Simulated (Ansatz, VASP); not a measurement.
Ge2H in VASP and in Ansatz

File INCAR:

```
PREC = Accurate
ENCUT = 600
EDIFF = 1E-7
ISMEAR = 0
SIGMA = 0.1
LREAL = False
LASPH = True
NELM = 60
ALGO = Normal
ISIF = 3
LWAVE = False
LCHARG = False
GGA = PE
IBRION = 2
NSW = 90
EDIFFG = -0.025
```

The input KPOINTS:

```
Automatic mesh
0
Gamma
  12 12 6
```

File POSCAR:

```
Ge2H
1.0
    4.1495911129      0.0000000000      0.0000000000
   -2.0747955565      3.5936513191      0.0000000000
    0.0000000000      0.0000000000      6.7596668025
Ge H
4 2
Direct
    0.6666666667      0.3333333333      0.0625558920
    0.3333333333      0.6666666667      0.5625558920
    0.6666666667      0.3333333333      0.4374441080
    0.3333333333      0.6666666667      0.9374441080
    0.0000000000      0.0000000000      0.0000000000
    0.0000000000      0.0000000000      0.5000000000
```

Input for Ansatz:

```yaml
crystal:
  lattice:
    - [4.1495911129, 0.0, 0.0]
    - [-2.0747955565, 3.5936513191, 0.0]
    - [0.0, 0.0, 6.7596668025]
  atoms:
    - { symbol: Ge, position: [0.6666666667, 0.3333333333, 0.062555892] }
    - { symbol: Ge, position: [0.3333333333, 0.6666666667, 0.562555892] }
    - { symbol: Ge, position: [0.6666666667, 0.3333333333, 0.437444108] }
    - { symbol: Ge, position: [0.3333333333, 0.6666666667, 0.937444108] }
    - { symbol: H, position: [0.0, 0.0, 0.0] }
    - { symbol: H, position: [0.0, 0.0, 0.5] }
basis:
  ecutwfc: 420
kpoints:
  mp_grid: { grid: [12, 12, 6] }
hamiltonian:
  xc: pbe
scf:
  occupations: { method: gaussian, width: 0.1 }
output:
  forces: true
  stress: true
  eigenvalues: true
relax:
  adjacent_minimum: "off"
  f_tol: 0.025
  max_steps: 70
  cell: { stress_tol: 0.12 }
```

Alike in both runs: task relaxation of cell and atoms; functional PBE; k mesh 12 × 12 × 6; occupations gaussian, width 0.1 eV; no spin polarisation.

|  | VASP | Ansatz |
| --- | --- | --- |
| version | VASP 6.6.1 | Ansatz 0.2.0 |
| potentials or method | VASP PAW PBE potentials, release 64 (Ge_d, H), cutoff 600 eV | scalar-relativistic, plane waves, PAW |
| valence electrons in the cell | 58 | 58 |

Ansatz gave:

```
gap on the k mesh at the Fermi level, each at its own relaxed structure (eV) : none
relaxed volume (Å³/atom)                                                     : 16.76
relaxed cell length with the largest relative difference (Å)                 : 4.158
```

Task: What did VASP give for the same quantities?

Result: gap on the k mesh at the Fermi level, each at its own relaxed structure (eV): none; relaxed volume (Å³/atom): 16.79; relaxed cell length with the largest relative difference (Å): 4.162.

A gap of «none» marks a metal or a gap that the smearing closes.
